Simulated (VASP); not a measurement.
Runs of VASP 6.6.1 on BeSe. The structure is that of space group F-43m (No. 216), or close to it. The cells are those of the table. 

```tsv
level	U	cell	k mesh	smearing	gap on the mesh (eV)	pressure (GPa)
PBE+U	Se p U = 3.7 eV	a = 3.654 Å, angles 60.0°, 2 atoms	3 × 3 × 3	gaussian 0.1 eV	3.09	(a)
PBE+U	Se p U = 5.9 eV	a = 3.654 Å, angles 60.0°, 2 atoms	6 × 6 × 6	fermi-dirac 0.12 eV	2.42	2.1
PBE+U	Se p U = 1.7 eV	a = 3.829 Å, angles 60.0°, 2 atoms	2 × 2 × 2	gaussian 0.136057 eV	2.71	-0.7
RPBE+U	Se p U = 5.3 eV	a = 3.654 Å, angles 60.0°, 2 atoms	6 × 6 × 6	gaussian 0.1 eV	(b)	3.8
```

Alike in all rows: task single point; potentials or basis VASP PAW PBE potentials, release 64 (Be, Se); no spin polarisation; cutoff (eV) 600.

Task: Estimate the missing entries.

Result: (a) 3.3; (b) 2.56.

Caveats: some runs use coarse meshes; an odd mesh through Γ misses points on the zone boundary, where band edges can lie (at least some runs); the cell stands under pressure (at least some runs); the PAW data sets were made with another functional, which shifts forces and pressure a little (at least some runs).

A k mesh can miss the band edges, and the runs leave out spin-orbit coupling on Se.
